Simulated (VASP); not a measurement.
# O (R-3m) in VASP: electric field gradients with PBEsol+D3(BJ)

Aim: the electric field gradients of O with PBEsol+D3(BJ).

All numbers are computed with VASP 6.6.1; they aren't measurements. Logs are shortened: lines on timing, memory, paths and dates and some standing lists are left out, and cuts for length are marked.

## (1) The cell of the first run

It takes space group R-3m (No. 166, trigonal). The conventional cell has a = 2.847 Å, b = 2.847 Å, c = 10.225 Å, α = 90.00°, β = 90.00°, γ = 120.00°. Within 1.6 Å of O (site symmetry 3m) lie 1 O at 1.18 Å.

## (2) Electric field gradients, PBEsol+D3(BJ)

The input, INCAR:

```
SYSTEM = O
ALGO = Normal
EDIFF = 1E-8
ENCUT = 520
GGA = PS
GGA_COMPAT = .FALSE.
ISIF = 2
ISMEAR = 0
ISYM = 0
IVDW = 12
LASPH = .TRUE.
LCHARG = .FALSE.
LEFG = .TRUE.
LREAL = .FALSE.
LWAVE = .FALSE.
NBANDS = 13
NELM = 120
PREC = Accurate
SIGMA = 0.1
```

The input, KPOINTS:

```
Automatic mesh
0
Gamma
  3 3 3
  0.5 0.5 0
```

The input, POSCAR:

```
O
1.0
    1.4233490221      0.8217709410      3.4083000000
   -1.4233490221      0.8217709410      3.4083000000
    0.0000000000     -1.6435418821      3.4083000000
O
2
Direct
    0.0577000000      0.0577000000      0.0577000000
    0.9423000000      0.9423000000      0.9423000000
```

Potentials or basis: VASP PAW PBE potentials, release 64 (O).

The run is started by

```console
$ cat potpaw_PBE.64/O/POTCAR > POTCAR
$ mpirun -np 1 vasp_std > vasp.out
```

OUTCAR:

```text
SYSTEM = O
   EDIFF = 1E-8
   ENCUT = 520
   GGA = PS
   ISIF = 2
   ISMEAR = 0
   ISYM = 0
   IVDW = 12
   LASPH = .TRUE.
   LREAL = .FALSE.
   NELM = 120
   PREC = Accurate
 IVDW          = 12

 ion  position               nearest neighbor table
   1  0.058  0.058  0.058-   2 1.18
   2  0.942  0.942  0.942-   1 1.18

IMPORTANT INFORMATION: All symmetrisations will be switched off!
NOSYMM: (Re-)initialisation of all symmetry stuff for point group C_1.

----------------------------------------------------------------------------------------

                                     Primitive cell

  volume of cell :      23.9195

  direct lattice vectors                    reciprocal lattice vectors
     1.423349022  0.821770941  3.408300000     0.351284184  0.202814018  0.097800467
    -1.423349022  0.821770941  3.408300000    -0.351284184  0.202814018  0.097800467
     0.000000000 -1.643541882  3.408300000     0.000000000 -0.405628037  0.097800467

  length of vectors
     3.783878805  3.783878805  3.783878805     0.417251765  0.417251765  0.417251765

  position of ions in fractional coordinates (direct lattice)
     0.057700000  0.057700000  0.057700000
     0.942300000  0.942300000  0.942300000

  ion indices of the primitive-cell ions
   primitive index   ion index
                 1           1
                 2           2

----------------------------------------------------------------------------------------

 KPOINTS: Automatic mesh

Automatic generation of k-mesh.
 Grid dimensions read from file:
 generate k-points for:    3    3    3

 Generating k-lattice:

  Cartesian coordinates                     Fractional coordinates (reciprocal lattice)
     0.117094728  0.067604673  0.032600156     0.333333333 -0.000000000  0.000000000
    -0.117094728  0.067604673  0.032600156    -0.000000000  0.333333333  0.000000000
     0.000000000 -0.135209346  0.032600156     0.000000000  0.000000000  0.333333333

  Length of vectors
     0.139083922  0.139083922  0.139083922

  Shift w.r.t. Gamma in fractional coordinates (k-lattice)
     0.500000000  0.500000000  0.000000000

 Subroutine IBZKPT returns following result:
 ===========================================

[... 96 lines left out ...]

 val. band max:        0.2985977333   @ k =   0.5000   0.1667   0.0000
 cond. band min:       0.4900081194   @ k =   0.0000   0.1667   0.1667
 fundamental gap:      0.1914103862
 Fermi energy:         0.4689146245

 k-point     1 :       0.1667    0.1667    0.0000
  band No.  band energies     occupation
      1     -27.6755      2.00000
      2     -13.4424      2.00000
      3      -8.4609      2.00000
      4      -6.5868      2.00000
      5      -6.3648      2.00000
      6       0.4900      0.76547
      7       0.9800      0.00000
      8       9.1946      0.00000
      9      12.0340      0.00000
     10      14.7294      0.00000
     11      18.3344      0.00000
     12      20.7838      0.00000
     13      22.0479      0.00000
[... 354 lines left out ...]
  band No.  band energies     occupation
      1     -27.5120      2.00000
      2     -13.8483      2.00000
      3      -7.7089      2.00000
      4      -6.9000      2.00000
      5      -6.6564      2.00000
      6      -0.0040      2.00000
      7       0.8815      0.00000
      8       9.6614      0.00000
      9      11.9525      0.00000
     10      14.3938      0.00000
     11      15.7040      0.00000
     12      21.2212      0.00000
     13      22.7155      0.00000

 [... further k-points ...]

------------------------ aborting loop because EDIFF is reached ----------------------------------------

 Edisp (eV)   -0.08683

 E8    (eV) :    -0.0362

  FORCE on cell =-STRESS in cart. coord.  units (eV):
  Direction    XX          YY          ZZ          XY          YZ          ZX
  --------------------------------------------------------------------------------------
  -------------------------------------------------------------------------------------
  Total      -1.22763    -1.22763     5.05036    -0.00000     0.00000     0.00000
  in kB     -82.22908   -82.22907   338.28445    -0.00001     0.00000     0.00000
  external pressure =       57.94 kB  Pullay stress =        0.00 kB

 VOLUME and BASIS-vectors are now :
 -----------------------------------------------------------------------------
  energy-cutoff  :      520.00
  volume of cell :       23.92
      direct lattice vectors                 reciprocal lattice vectors
     1.423349022  0.821770941  3.408300000     0.351284184  0.202814018  0.097800467
    -1.423349022  0.821770941  3.408300000    -0.351284184  0.202814018  0.097800467
     0.000000000 -1.643541882  3.408300000     0.000000000 -0.405628037  0.097800467

 POSITION                                       TOTAL-FORCE (eV/Angst)
 -----------------------------------------------------------------------------------
      0.00000     -0.00000      0.58998         0.000000      0.000000      4.012733
      0.00000     -0.00000      9.63492        -0.000000     -0.000000     -4.012733
 -----------------------------------------------------------------------------------
    total drift:                                0.000000     -0.000000      0.000012

  FREE ENERGIE OF THE ION-ELECTRON SYSTEM (eV)
  ---------------------------------------------------
  free  energy   TOTEN  =        -9.8898567813 eV

  energy  without entropy=       -9.8768036656  energy(sigma->0) =       -9.88333022

 Electric field gradients (V/A^2)
---------------------------------------------------------------------
 ion       V_xx      V_yy      V_zz      V_xy      V_xz      V_yz
---------------------------------------------------------------------
   1     -58.397   -58.397   116.795     0.000     0.000    -0.000
   2     -58.397   -58.397   116.795    -0.000     0.000     0.000
---------------------------------------------------------------------

 Electric field gradients after diagonalization (V/A^2)
 (convention: |V_zz| > |V_xx| > |V_yy|)
----------------------------------------------------------------------
 ion       V_xx      V_yy      V_zz     asymmetry (V_yy - V_xx)/ V_zz
----------------------------------------------------------------------
   1     -58.397   -58.397   116.795       0.000
   2     -58.397   -58.397   116.795       0.000
----------------------------------------------------------------------

           NMR quadrupolar parameters

 Cq : quadrupolar parameter    Cq=e*Q*V_zz/h
 eta: asymmetry parameters     (V_yy - V_xx)/ V_zz
 Q  : nuclear electric quadrupole moment in mb (millibarn)
----------------------------------------------------------------------
 ion       Cq(MHz)       eta       Q (mb)
----------------------------------------------------------------------
   1       0.282       0.000       1.000
   2       0.282       0.000       1.000
----------------------------------------------------------------------
```

OSZICAR:

```text
N       E                     dE             d eps       ncg     rms          rms(c)
DAV:   1     0.370316551128E+02    0.37032E+02   -0.62993E+03  1100   0.851E+02
DAV:   2    -0.873097299299E+01   -0.45763E+02   -0.44167E+02  1395   0.187E+02
DAV:   3    -0.101151607022E+02   -0.13842E+01   -0.13711E+01  1267   0.292E+01
DAV:   4    -0.101190366154E+02   -0.38759E-02   -0.38758E-02  1212   0.187E+00
DAV:   5    -0.101190512487E+02   -0.14633E-04   -0.14633E-04  1257   0.106E-01    0.447E+00
DAV:   6    -0.986352982021E+01    0.25552E+00   -0.21570E-01  1227   0.424E+00    0.236E+00
DAV:   7    -0.980114912558E+01    0.62381E-01   -0.20075E-01  1317   0.399E+00    0.455E-01
DAV:   8    -0.980302932135E+01   -0.18802E-02   -0.14847E-02  1097   0.101E+00    0.522E-02
DAV:   9    -0.980301841891E+01    0.10902E-04   -0.18430E-04  1277   0.122E-01    0.226E-02
DAV:  10    -0.980302541855E+01   -0.69996E-05   -0.23458E-05  1132   0.421E-02    0.718E-03
DAV:  11    -0.980302635668E+01   -0.93813E-06   -0.28816E-06  1202   0.163E-02    0.386E-03
DAV:  12    -0.980302620098E+01    0.15570E-06   -0.47555E-07  1137   0.597E-03    0.193E-03
DAV:  13    -0.980302620167E+01   -0.69076E-09   -0.66362E-08  1157   0.223E-03
   1 F= -.98898568E+01 E0= -.98833302E+01  d E =-.130531E-01
```

stdout:

```text
POSCAR found type information on POSCAR O
 POSCAR found :  1 types and       2 ions
 scaLAPACK will be used
 -----------------------------------------------------------------------------
|                                                                             |
|                                                                             |
|     You enforced a specific xc type in the INCAR file but a different       |
|     I HOPE YOU KNOW WHAT YOU ARE DOING!                                     |
|                                                                             |
 -----------------------------------------------------------------------------

 LDA part: xc-table for (Slater+PW92), standard interpolation
 POSCAR, INCAR and KPOINTS ok, starting setup
 FFT: planning ... GRIDC
 FFT: planning ... GRID_SOFT
 FFT: planning ... GRID
 WAVECAR not read
 entering main loop
ion   1

ion   2
     0.0000293     0.0000001    -0.0000002   -16.8659272    -0.0000003     0.0000001
     0.0000403     0.0000001    -0.0000002   -16.8659271    -0.0000003     0.0000001
     0.0000555     0.0000001    -0.0000002   -16.8659267    -0.0000003     0.0000001
     0.0000765     0.0000001    -0.0000002   -16.8659261    -0.0000003     0.0000001

     0.0000293     0.0000003    -0.0000008   -75.2086276    -0.0000011     0.0000003
     0.0000403     0.0000003    -0.0000008   -75.2086127    -0.0000011     0.0000003
     0.0000555     0.0000003    -0.0000008   -75.2085875    -0.0000011     0.0000003
     0.0000765     0.0000003    -0.0000008   -75.2085450    -0.0000011     0.0000003
```

It took 11 s on 1 thread of AMD EPYC 9R45 (Zen 5), shared host; peak memory 0.13 GiB.

Results:

| Item | Value |
| --- | --- |
| Free energy | -9.8899 eV |
| Pressure | 5.8 GPa |
| Largest force | 4.013 eV/Å |
| Band gap on the k mesh | zero (band 6 reaches 0.75 eV, above the bottom of band 7 at 0.30 eV) |
| Dispersion energy per atom | -0.043 eV |

Forces in eV/Å, atoms in the order of the input:
```
O    0.000  0.000  4.013
O    0.000  0.000 -4.013
```

Levels at points of the mesh, in eV from the Fermi level:
| k point | band 2 | band 3 | band 4 | band 5 | band 6 | band 7 | band 8 | band 9 | band 10 | band 11 |
| --- | --- | --- | --- | --- | --- | --- | --- | --- | --- | --- |
| (0.50, 0.50, 0.00) | -14.03 | -8.79 | -7.33 | -7.27 | -1.43 | 0.55 | 9.97 | 11.45 | 15.02 | 15.05 |
| (0.50, 0.00, 0.50) | -14.03 | -8.79 | -7.33 | -7.27 | -1.43 | 0.55 | 9.97 | 11.45 | 15.02 | 15.05 |
| (0.00, 0.50, 0.50) | -14.03 | -8.79 | -7.33 | -7.27 | -1.43 | 0.55 | 9.97 | 11.45 | 15.02 | 15.05 |

Electric field gradients, principal values (V/Å²):
```
atom    least   middle  greatest (by size)
 1 O  -58.397  -58.397             116.795
 2 O  -58.397  -58.397             116.795
```

Caveat: the k points lie up to 0.87 Å⁻¹ apart; the standard files for N, O and F lose accuracy on very short bonds; spin is off for a triplet molecule; three body term missing; without QUAD_EFG the Cq values of the log hold for a quadrupole moment of 1 mb, not for the nuclei; the PAW data sets were made with another functional, which shifts forces and pressure a little; pairwise dispersion overbinds metals, which lowers pressure and volume.
